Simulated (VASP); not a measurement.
# Si16Ge (a cell with a defect) in VASP: further runs, part 3 of 3

VASP 6.6.1. The steps go on from the part before.

**5. Single point, PBE**

File INCAR:

```
PREC = Accurate
ENCUT = 520
EDIFF = 1E-7
ISMEAR = 0
SIGMA = 0.02
LREAL = Auto
LASPH = T
NELM = 100
ALGO = Normal
ISIF = 2
LWAVE = F
LCHARG = F
GGA = PE
NBANDS = 53
```

File KPOINTS:

```
Automatic mesh
0
Gamma
  2 2 2
```

File POSCAR:

```
Si16Ge
1.0
    0.0000000000      5.4300000000      5.4300000000
    5.4300000000      0.0000000000      5.4300000000
    5.4300000000      5.4300000000      0.0000000000
Si Ge
16 1
Direct
   -0.0030433702      0.0027360037      0.0028221915
    0.1273598527      0.1236808471      0.1237169429
   -0.0052098527      0.0049148250      0.4944761510
    0.1226329650      0.1365040516      0.6173325967
   -0.0050651934      0.4945580110      0.0048473297
    0.1230235727      0.6172469613      0.1365937385
   -0.0000204420      0.4997309392      0.4998191529
    0.1178367403      0.6226107735      0.6223087477
    0.5000065378     -0.0002964088     -0.0002542357
    0.6247144567      0.1236402394      0.1237446593
    0.5051608656      0.0047534991      0.4946225599
    0.6240254144      0.1243084715      0.6270895028
    0.5053192449      0.4943980663      0.0050004604
    0.6240529466      0.6270470534      0.1243846225
    0.5031823204      0.4965438306      0.4966191529
    0.6367581031      0.6222216390      0.6227013812
    0.2499492634      0.7497752302      0.7498654696
```

Potentials or basis: VASP PAW PBE potentials, release 64 (Si, Ge_d).

The run is started by

```sh
> cat potpaw_PBE.64/Si/POTCAR potpaw_PBE.64/Ge_d/POTCAR > POTCAR
> mpirun -np 1 vasp_std > vasp.out
```

OUTCAR:

```text
PREC = Accurate
   ENCUT = 520
   EDIFF = 1E-7
   ISMEAR = 0
   LREAL = Auto
   LASPH = T
   NELM = 100
   ISIF = 2
   GGA = PE

 ion  position               nearest neighbor table
   1  0.997  0.003  0.003-  10 2.33   2 2.33   6 2.42   4 2.42  17 2.75
   2  0.127  0.124  0.124-   3 2.33   5 2.33   1 2.33   9 2.34
   3  0.995  0.005  0.494-   2 2.33  12 2.33   4 2.40   8 2.40  17 2.77
   4  0.123  0.137  0.617-   7 2.28   3 2.40  11 2.40   1 2.42  17 2.42
   5  0.995  0.495  0.005-   2 2.33  14 2.33   6 2.40   8 2.40  17 2.77
   6  0.123  0.617  0.137-   7 2.28  13 2.40   5 2.40   1 2.42  17 2.42
   7  1.000  0.500  0.500-  16 2.28   8 2.28   6 2.28   4 2.28
   8  0.118  0.623  0.622-   7 2.28   3 2.40   5 2.40  15 2.42  17 2.43
   9  0.500  1.000  1.000-  10 2.34   2 2.34  12 2.34  14 2.34
  10  0.625  0.124  0.124-  13 2.33  11 2.33   1 2.33   9 2.34
  11  0.505  0.005  0.495-  10 2.33  12 2.33   4 2.40  16 2.40  17 2.77
  12  0.624  0.124  0.627-   3 2.33  11 2.33  15 2.33   9 2.34
  13  0.505  0.494  0.005-  10 2.33  14 2.33   6 2.40  16 2.40  17 2.77
  14  0.624  0.627  0.124-  13 2.33   5 2.33  15 2.33   9 2.34
  15  0.503  0.497  0.497-  14 2.33  12 2.33  16 2.42   8 2.42  17 2.75
  16  0.637  0.622  0.623-   7 2.28  13 2.40  11 2.40  15 2.42  17 2.43
  17  0.250  0.750  0.750-   6 2.42   4 2.42  16 2.43   8 2.43   1 2.75  15 2.75  11 2.77   5 2.77
                            13 2.77   3 2.77

  LATTYP: Found a face centered cubic cell.
 ALAT       =    10.8600000000

  Lattice vectors:

 A1 = (   0.0000000000,   5.4300000000,   5.4300000000)
 A2 = (   5.4300000000,   0.0000000000,   5.4300000000)
 A3 = (   5.4300000000,   5.4300000000,   0.0000000000)

Analysis of symmetry for initial positions (statically):
=====================================================================
 Subroutine PRICEL returns:
 Original cell was already a primitive cell.
[... 157 lines left out ...]
  Fermi-wavevector in a.u.,A,eV,Ry     =   1.022421  1.932096 14.222785  1.045345
  Thomas-Fermi vector in A             =   2.156100
   LORBIT       =      0    0 simple, 1 ext, 2 COOP (PROOUT), +10 PAW based schemes
   GGA     = PE    functional components
   LHFCALC =     F    Hartree Fock is set to
   AEXX    =    0.0000 exact exchange contribution
   IVDW    =     0    specifies the selected vdW correction
   LEPSILON=     F    determine dielectric tensor
   LRPA    =     F    only Hartree local field effects (RPA)
 non-spin polarized calculation
 Gauss-broadening in eV      SIGMA  =   0.02
  energy-cutoff  :      520.00
  volume of cell :      320.21
 maximum number of plane-waves:      8646
 NGX is ok and might be reduce to    60
   NGX = 29   NGY = 29   NGZ = 29

 number of electron      77.9999997 magnetization

 Free energy of the ion-electron system (eV)
  ---------------------------------------------------
  ext. energy  EPLUGINS =         0.00000000
  ---------------------------------------------------
  free energy    TOTEN  =       -86.69303943 eV

  energy without entropy =      -86.69280207  energy(sigma->0) =      -86.69292075

 E-fermi :   6.9454     XC(G=0):  -9.7502

 val. band max:        6.9135398272   @ k =   0.0000   0.0000   0.0000
 cond. band min:       6.9811759309   @ k =   0.0000   0.0000   0.0000
 fundamental gap:      0.0676361037
 Fermi energy:         6.9454100047

 k-point     1 :       0.0000    0.0000    0.0000
  band No.  band energies     occupation
      1     -18.2670      2.00000
      2     -18.2670      2.00000
      3     -18.2664      2.00000
      4     -18.2545      2.00000
      5     -18.2516      2.00000
      6      -6.5239      2.00000
[... 421 lines left out ...]
     50      10.3156      0.00000
     51      10.3403      0.00000
 [bands above 51 left out]

------------------------ aborting loop because EDIFF is reached ----------------------------------------

  FORCE on cell =-STRESS in cart. coord.  units (eV):
  Direction    XX          YY          ZZ          XY          YZ          ZX
  --------------------------------------------------------------------------------------
  -------------------------------------------------------------------------------------
  Total       12.7306470     13.6417133     13.5708857     -0.0007800      0.0024466     -0.0004594
  in kB       63.6988474     68.2574429     67.9030512     -0.0039027      0.0122416     -0.0022986
  external PRESSURE =      66.6197805 kB  Pullay stress =       0.0000000 kB

 VOLUME and BASIS-vectors are now :
 -----------------------------------------------------------------------------
  energy-cutoff  :      520.00
  volume of cell :      320.21
      direct lattice vectors                 reciprocal lattice vectors
     0.000000000  5.430000000  5.430000000    -0.092081031  0.092081031  0.092081031
     5.430000000  0.000000000  5.430000000     0.092081031 -0.092081031  0.092081031
     5.430000000  5.430000000  0.000000000     0.092081031  0.092081031 -0.092081031

 POSITION                                       TOTAL-FORCE (eV/Angst)
 -----------------------------------------------------------------------------------
      0.03018      5.42880      5.42833        -0.000614     -0.000262     -0.000096
      1.34337      1.36335      1.36315         0.000885     -0.003985     -0.002914
      2.71169      8.08672      5.42840        -0.001309     -0.001126     -0.000303
      4.09333      4.01801      1.40711         0.006793      0.002442     -0.000837
      2.71177      5.42882      8.08795        -0.000682     -0.000246     -0.000448
      4.09335      1.40972      4.01967         0.007039     -0.002455      0.000873
[... 9 lines left out ...]
      6.75993      6.83886      6.83626        -0.002873     -0.001162      0.000355
      8.14305      5.42899      5.42850        -0.003733     -0.000870     -0.001066
 -----------------------------------------------------------------------------------
    total drift:                                0.002434      0.000999      0.002176

  FREE ENERGIE OF THE ION-ELECTRON SYSTEM (eV)
  ---------------------------------------------------
  free  energy   TOTEN  =       -86.6930394345 eV

  energy  without entropy=      -86.6928020747  energy(sigma->0) =      -86.69292075
```

OSZICAR:

```text
N       E                     dE             d eps       ncg     rms          rms(c)
DAV:   1     0.397793980996E+03    0.39779E+03   -0.30095E+04  1045   0.159E+03
DAV:   2    -0.221417821120E+02   -0.41994E+03   -0.39143E+03   938   0.386E+02
DAV:   3    -0.846889108894E+02   -0.62547E+02   -0.59143E+02  1021   0.103E+02
DAV:   4    -0.881642900917E+02   -0.34754E+01   -0.34179E+01  1104   0.278E+01
DAV:   5    -0.882622191387E+02   -0.97929E-01   -0.97694E-01  1051   0.465E+00    0.144E+01
DAV:   6    -0.871575805449E+02    0.11046E+01   -0.67618E-01  1019   0.282E+00    0.873E+00
DAV:   7    -0.866866164145E+02    0.47096E+00   -0.11581E+00  1024   0.357E+00    0.618E-01
DAV:   8    -0.866907471797E+02   -0.41308E-02   -0.70278E-02  1112   0.133E+00    0.359E-01
DAV:   9    -0.866922451525E+02   -0.14980E-02   -0.81788E-03  1016   0.440E-01    0.184E-01
DAV:  10    -0.866927689225E+02   -0.52377E-03   -0.72711E-04  1216   0.199E-01    0.999E-02
DAV:  11    -0.866930310410E+02   -0.26212E-03   -0.35608E-04   968   0.716E-02    0.175E-02
DAV:  12    -0.866930350194E+02   -0.39784E-05   -0.24059E-05  1240   0.377E-02    0.137E-02
DAV:  13    -0.866930394364E+02   -0.44171E-05   -0.11115E-05   960   0.125E-02    0.675E-03
DAV:  14    -0.866930394345E+02    0.19727E-08   -0.42117E-07  1040   0.295E-03
   1 F= -.86693039E+02 E0= -.86692921E+02  d E =-.237360E-03
```

Run time: 2.1 min. Hardware: 1 thread of Intel Xeon 6975P-C (Granite Rapids), shared host; peak memory 0.5 GiB.

Results:

- Free energy: -86.6930 eV
- Pressure: 6.7 GPa
- Largest force: 0.008 eV/Å
- Band gap on the k mesh: zero (band 39 reaches 7.00 eV, above the bottom of band 40 at 6.67 eV)

Forces in eV/Å, atoms in the order of the input:
```
Si  -0.001  0.000  0.000
Si   0.001 -0.004 -0.003
Si  -0.001 -0.001  0.000
Si   0.007  0.002 -0.001
Si  -0.001  0.000  0.000
Si   0.007 -0.002  0.001
Si   0.001  0.001  0.001
Si  -0.003  0.001  0.000
Si   0.001  0.001  0.001
Si   0.000  0.004  0.003
Si  -0.001  0.000  0.002
Si  -0.002 -0.005  0.004
Si   0.000  0.002  0.000
Si  -0.002  0.005 -0.005
Si   0.000 -0.001 -0.001
Si  -0.003 -0.001  0.000
Ge  -0.004 -0.001 -0.001
```

Stress tensor (GPa, compression positive):
```
6.37 0.00 0.00
0.00 6.83 0.00
0.00 0.00 6.79
```

Levels at points of the mesh, in eV from the Fermi level:
```
           k point  band 37  band 38  band 39  band 40  band 41  band 42
(0.00, 0.00, 0.00)    -0.80    -0.80    -0.28    -0.28    -0.24    -0.03
(0.50, 0.00, 0.00)    -1.50    -1.48    -0.34     0.49     0.53     0.85
(0.00, 0.50, 0.00)    -1.50    -1.49    -0.34     0.49     0.52     0.85
(0.00, 0.00, 0.50)    -1.50    -1.49    -0.34     0.49     0.52     0.85
(0.50, 0.50, 0.50)    -1.50    -1.48    -0.34     0.49     0.53     0.85
(0.50, 0.50, 0.00)    -1.91    -1.32     0.04     0.78     1.00     1.03
(0.00, 0.50, 0.50)    -1.95    -1.35     0.06     0.78     1.01     1.01
(0.50, 0.00, 0.50)    -1.91    -1.31     0.04     0.78     1.00     1.02
```

Caveat: the k points lie up to 0.50 Å⁻¹ apart.
